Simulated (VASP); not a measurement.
# BP (F-43m) in VASP: notebook

Runs on BP. Level: RPBE. Tasks: single point.

Everything below comes from runs of VASP 6.6.1. Logs are shortened: lines on timing, memory, paths and dates and some standing lists are left out, and cuts for length are marked.

## 1. The cell of the first run

Symmetry: F-43m, No. 216, cubic system. Conventional cell: a = 4.575 Å, b = 4.575 Å, c = 4.575 Å, α = 90.00°, β = 90.00°, γ = 90.00°. B (site symmetry -43m) has 4 P at 1.98 Å within 2.6 Å. Within 2.6 Å of P (site symmetry -43m) lie 4 B at 1.98 Å.

## 2. Single point, RPBE

Contents of INCAR:

```
ALGO     = Normal         # electronic algorithm
EDIFF    = 1E-7           # SCF threshold, eV
ENCUT    = 520            # plane-wave cutoff, eV
GGA      = RP             # functional
ISIF     = 2              # what is computed and relaxed
ISMEAR   = 0              # smearing method
LASPH    = T              # aspherical terms in the spheres
LCHARG   = F              # write CHGCAR
LREAL    = F              # projectors in reciprocal space
LWAVE    = F              # write WAVECAR
NBANDS   = 11             # bands
NELM     = 100            # most SCF steps
PREC     = Accurate       # precision mode
SIGMA    = 0.05           # smearing width, eV
```

Contents of KPOINTS:

```
k-points
0
Gamma
  8 8 8
```

Contents of POSCAR:

```
BP
1.0
    0.0000000000      2.2875526462      2.2875526462
    2.2875526462      0.0000000000      2.2875526462
    2.2875526462      2.2875526462      0.0000000000
B P
1 1
Direct
    0.0000000000      0.0000000000      0.0000000000
    0.7500000000      0.7500000000      0.7500000000
```

Potentials or basis: VASP PAW PBE potentials, release 64 (B, P).

Started as:

```sh
> cat potpaw_PBE.64/B/POTCAR potpaw_PBE.64/P/POTCAR > POTCAR
> mpirun -np 1 vasp_std > vasp.out
```

OUTCAR:

```text
EDIFF = 1E-7
   ENCUT = 520
   GGA = RP
   ISIF = 2
   ISMEAR = 0
   LASPH = T
   LREAL = F
   NELM = 100
   PREC = Accurate

 ion  position               nearest neighbor table
   1  0.000  0.000  0.000-   2 1.98   2 1.98   2 1.98   2 1.98
   2  0.750  0.750  0.750-   1 1.98   1 1.98   1 1.98   1 1.98

  LATTYP: Found a face centered cubic cell.
 ALAT       =     4.5751052924

  Lattice vectors:

 A1 = (   0.0000000000,   2.2875526462,   2.2875526462)
 A2 = (   2.2875526462,   0.0000000000,   2.2875526462)
 A3 = (   2.2875526462,   2.2875526462,   0.0000000000)

Analysis of symmetry for initial positions (statically):
=====================================================================
 Subroutine PRICEL returns:
 Original cell was already a primitive cell.

 Routine SETGRP: Setting up the symmetry group for a
 face centered cubic supercell.

 Subroutine GETGRP returns: Found 24 space group operations
 (whereof 24 operations were pure point group operations)
 out of a pool of 48 trial point group operations.

The static configuration has the point symmetry T_d .

Analysis of symmetry for dynamics (positions and initial velocities):
=====================================================================
 Subroutine PRICEL returns:
 Original cell was already a primitive cell.

 Routine SETGRP: Setting up the symmetry group for a
 face centered cubic supercell.

 Subroutine GETGRP returns: Found 24 space group operations
 (whereof 24 operations were pure point group operations)
 out of a pool of 48 trial point group operations.

The dynamic configuration has the point symmetry T_d .

 Subroutine INISYM returns: Found 24 space group operations
 (whereof 24 operations are pure point group operations),
 and found     1 'primitive' translations

----------------------------------------------------------------------------------------

                                     Primitive cell

  volume of cell :      23.9411

  direct lattice vectors                    reciprocal lattice vectors
     0.000000000  2.287552646  2.287552646    -0.218574205  0.218574205  0.218574205
     2.287552646  0.000000000  2.287552646     0.218574205 -0.218574205  0.218574205
     2.287552646  2.287552646  0.000000000     0.218574205  0.218574205 -0.218574205

  length of vectors
     3.235087977  3.235087977  3.235087977     0.378581627  0.378581627  0.378581627

  position of ions in fractional coordinates (direct lattice)
     0.000000000  0.000000000  0.000000000
     0.750000000  0.750000000  0.750000000

  ion indices of the primitive-cell ions
   primitive index   ion index
                 1           1
                 2           2

----------------------------------------------------------------------------------------

 KPOINTS: k-points

Automatic generation of k-mesh.
 Grid dimensions read from file:
 generate k-points for:    8    8    8

 Generating k-lattice:

  Cartesian coordinates                     Fractional coordinates (reciprocal lattice)
    -0.027321776  0.027321776  0.027321776     0.125000000  0.000000000  0.000000000
     0.027321776 -0.027321776  0.027321776     0.000000000  0.125000000  0.000000000
     0.027321776  0.027321776 -0.027321776     0.000000000  0.000000000  0.125000000

  Length of vectors
     0.047322703  0.047322703  0.047322703

  Shift w.r.t. Gamma in fractional coordinates (k-lattice)
     0.000000000  0.000000000  0.000000000

 Subroutine IBZKPT returns following result:
 ===========================================

 Found     29 irreducible k-points:

 Following reciprocal coordinates:
            Coordinates               Weight
  0.000000  0.000000  0.000000      1.000000
  0.125000  0.000000  0.000000      8.000000
  0.250000  0.000000  0.000000      8.000000
  0.375000  0.000000  0.000000      8.000000
  0.500000  0.000000  0.000000      4.000000
  0.125000  0.125000  0.000000      6.000000
[... 16 lines left out ...]
  0.500000  0.250000  0.125000     48.000000
 -0.375000  0.250000  0.125000     24.000000
 [... further k-points ...]
   k-points           NKPTS =     29   k-points in BZ     NKDIM =     29   number of bands    NBANDS=     11
   number of dos      NEDOS =    301   number of ions     NIONS =      2
   total plane-waves  NPLWV =  13824
   dimension x,y,z NGX =    24 NGY =   24 NGZ =   24
   dimension x,y,z NGXF=    48 NGYF=   48 NGZF=   48
   ions per type =               1   1
   NGX,Y,Z   is equivalent  to a cutoff of  12.33, 12.33, 12.33 a.u.
   NGXF,Y,Z  is equivalent  to a cutoff of  24.67, 24.67, 24.67 a.u.
 SYSTEM =  unknown system
   PREC   = accura    normal or accurate (medium, high low for compatibility)
   ISTART =      0    job   : 0-new  1-cont  2-samecut
   ICHARG =      2    charge: 1-file 2-atom 10-const
   ISPIN  =      1    spin polarized calculation?
   LNONCOLLINEAR =      F non collinear calculations
   LSORBIT =      F    spin-orbit coupling
   LASPH  =      T    aspherical Exc in radial PAW
   ENCUT  =  520.0 eV  38.22 Ry    6.18 a.u.   6.02  6.02  6.02*2*pi/ulx,y,z
   NELM   =    100;   NELMIN=  2; NELMDL= -5     # of ELM steps
   EDIFF  = 0.1E-06   stopping-criterion for ELM
   LREAL  =      F    real-space projection
   EDIFFG = 0.1E-05   stopping-criterion for IOM
   NSW    =      0    number of steps for IOM
   IBRION =     -1    ionic relax: 0-MD 1-quasi-New 2-CG
   NFREE  =      0    steps in history (QN), initial steepest desc. (CG)
   ISIF   =      2    stress and relaxation
   ISYM   =      2    0-nonsym 1-usesym 2-fastsym
   POTIM  = 0.5000    time-step for ionic-motion
   TEBEG  =    0.0;   TEEND  =   0.0 temperature during run
   PSTRESS=    0.0 pullay stress
   NELECT =       8.0000    total number of electrons
   NUPDOWN=      -1.0000    fix difference up-down
   EMIN   =  10.00;   EMAX   =-10.00  energy-range for DOS
   EFERMI =   0.00;   METHOD = LEGACY
   ISMEAR =     0;   SIGMA  =   0.05  broadening in eV -4-tet -1-fermi 0-gaus
   EFERMI_NEDOS =   21; number of points for ismear=-14 and -15
   IALGO  =     38    algorithm
   IMIX   =      4    mixing-type and parameters
     AMIX     =   0.40;   BMIX     =  1.00
     AMIX_MAG =   1.60;   BMIX_MAG =  1.00
  volume/ion in A,a.u.               =      11.97        80.78
  Fermi-wavevector in a.u.,A,eV,Ry     =   1.136032  2.146788 17.559240  1.290568
  Thomas-Fermi vector in A             =   2.272737
   LORBIT       =      0    0 simple, 1 ext, 2 COOP (PROOUT), +10 PAW based schemes
   GGA     = RP    functional components
   LHFCALC =     F    Hartree Fock is set to
   AEXX    =    0.0000 exact exchange contribution
   IVDW    =     0    specifies the selected vdW correction
   LEPSILON=     F    determine dielectric tensor
   LRPA    =     F    only Hartree local field effects (RPA)
 non-spin polarized calculation
 Gauss-broadening in eV      SIGMA  =   0.05
  energy-cutoff  :      520.00
  volume of cell :       23.94
 maximum number of plane-waves:       660
   NGX = 13   NGY = 13   NGZ = 13

 number of electron       7.9999999 magnetization

 Free energy of the ion-electron system (eV)
  ---------------------------------------------------
  ext. energy  EPLUGINS =         0.00000000
  ---------------------------------------------------
  free energy    TOTEN  =       -12.27310976 eV

  energy without entropy =      -12.27310976  energy(sigma->0) =      -12.27310976

 E-fermi :   7.4857     XC(G=0): -10.7260

 val. band max:        7.2349488669   @ k =   0.0000   0.0000   0.0000
 cond. band min:       8.5498340793   @ k =   0.3750   0.3750   0.0000
 fundamental gap:      1.3148852123
 Fermi energy:         7.4856747236

 k-point     1 :       0.0000    0.0000    0.0000
  band No.  band energies     occupation
      1      -8.0256      2.00000
      2       7.2349      2.00000
      3       7.2349      2.00000
      4       7.2349      2.00000
      5      10.5938      0.00000
      6      10.5938      0.00000
      7      10.5938      0.00000
      8      14.2812      0.00000
      9      18.7422      0.00000
     10      19.2068      0.00000
     11      19.2068      0.00000

 k-point     2 :       0.1250    0.0000    0.0000
  band No.  band energies     occupation
      1      -7.7501      2.00000
      2       5.4003      2.00000
      3       6.8145      2.00000
      4       6.8145      2.00000
      5      11.1053      0.00000
      6      11.1754      0.00000
      7      11.1754      0.00000
      8      15.1118      0.00000
      9      18.3482      0.00000
     10      18.3482      0.00000
     11      19.5555      0.00000

 k-point     3 :       0.2500    0.0000    0.0000
  band No.  band energies     occupation
      1      -6.9430      2.00000
      2       2.4552      2.00000
      3       6.1362      2.00000
      4       6.1362      2.00000
      5      11.1312      0.00000
      6      11.9432      0.00000
      7      11.9432      0.00000
      8      16.6870      0.00000
      9      18.1028      0.00000
     10      18.1028      0.00000
     11      20.2108      0.00000

 k-point     4 :       0.3750    0.0000    0.0000
  band No.  band energies     occupation
      1      -5.7136      2.00000
      2      -0.2155      2.00000
      3       5.6654      2.00000
      4       5.6654      2.00000
      5      10.9574      0.00000
      6      12.0200      0.00000
      7      12.0200      0.00000
      8      17.3802      0.00000
      9      19.7188      0.00000
     10      19.7188      0.00000
     11      20.9435      0.00000

 k-point     5 :       0.5000    0.0000    0.0000
  band No.  band energies     occupation
      1      -4.7952      2.00000
      2      -1.6317      2.00000
      3       5.5040      2.00000
      4       5.5040      2.00000
      5      10.8819      0.00000
      6      11.9238      0.00000
      7      11.9238      0.00000
      8      17.3776      0.00000
      9      21.6740      0.00000
     10      21.6740      0.00000
     11      21.9965      0.00000
[... 211 lines left out ...]
 k-point    21 :       0.5000    0.5000    0.0000
  band No.  band energies     occupation
      1      -3.2851      2.00000
      2      -1.2590      2.00000
      3       3.2041      2.00000
      4       3.2041      2.00000
      5       8.6171      0.00000
      6       8.9625      0.00000
      7      19.1720      0.00000
      8      19.1720      0.00000
      9      22.3209      0.00000
     10      23.7373      0.00000
     11      24.9677      0.00000

 k-point    22 :       0.3750    0.2500    0.1250
  band No.  band energies     occupation
      1      -6.2348      2.00000
      2       2.3344      2.00000
      3       3.5244      2.00000
      4       5.2890      2.00000
      5      10.6851      0.00000
      6      13.1606      0.00000
      7      13.3969      0.00000
      8      14.6465      0.00000
      9      18.6678      0.00000
     10      20.9847      0.00000
     11      22.6524      0.00000

 k-point    23 :       0.5000    0.2500    0.1250
  band No.  band energies     occupation
      1      -5.0362      2.00000
      2       0.2254      2.00000
      3       2.8661      2.00000
      4       4.5446      2.00000
      5      11.3407      0.00000
      6      12.6388      0.00000
      7      14.4689      0.00000
      8      15.4620      0.00000
      9      19.5285      0.00000
     10      20.4843      0.00000
     11      24.1400      0.00000

 k-point    24 :      -0.3750    0.2500    0.1250
  band No.  band energies     occupation
      1      -4.1496      2.00000
      2      -1.0759      2.00000
      3       2.7789      2.00000
      4       4.1892      2.00000
      5      11.4436      0.00000
      6      12.3525      0.00000
      7      15.4014      0.00000
      8      16.9147      0.00000
      9      17.6052      0.00000
     10      21.4866      0.00000
     11      23.9766      0.00000

 [... further k-points ...]
[... 5 lines left out ...]
  --------------------------------------------------------------------------------------
  -------------------------------------------------------------------------------------
  Total       -0.0636578     -0.0636578     -0.0636578     -0.0000000      0.0000000     -0.0000000
  in kB       -4.2600902     -4.2600902     -4.2600902     -0.0000000      0.0000000     -0.0000000
  external PRESSURE =      -4.2600902 kB  Pullay stress =       0.0000000 kB

 VOLUME and BASIS-vectors are now :
 -----------------------------------------------------------------------------
  energy-cutoff  :      520.00
  volume of cell :       23.94
      direct lattice vectors                 reciprocal lattice vectors
     0.000000000  2.287552646  2.287552646    -0.218574205  0.218574205  0.218574205
     2.287552646  0.000000000  2.287552646     0.218574205 -0.218574205  0.218574205
     2.287552646  2.287552646  0.000000000     0.218574205  0.218574205 -0.218574205

 POSITION                                       TOTAL-FORCE (eV/Angst)
 -----------------------------------------------------------------------------------
      0.00000      0.00000      0.00000         0.000000      0.000000     -0.000000
      3.43133      3.43133      3.43133        -0.000000     -0.000000      0.000000
 -----------------------------------------------------------------------------------
    total drift:                               -0.000000     -0.000000     -0.000000

  FREE ENERGIE OF THE ION-ELECTRON SYSTEM (eV)
  ---------------------------------------------------
  free  energy   TOTEN  =       -12.2731097561 eV

  energy  without entropy=      -12.2731097561  energy(sigma->0) =      -12.27310976
```

Run time: 3.3 s. Hardware: 1 thread of Intel Xeon 6975P-C (Granite Rapids), shared host; peak memory 0.13 GiB.

What came out:

```yaml
Free_energy: -12.2731 eV
Pressure: -0.4 GPa
Band_gap_on_the_k_mesh: 1.31 eV, indirect (least direct gap 3.36 eV)
```

Caveat: the PAW data sets were made with another functional, which shifts forces and pressure a little.

[end of part 1 of 2]
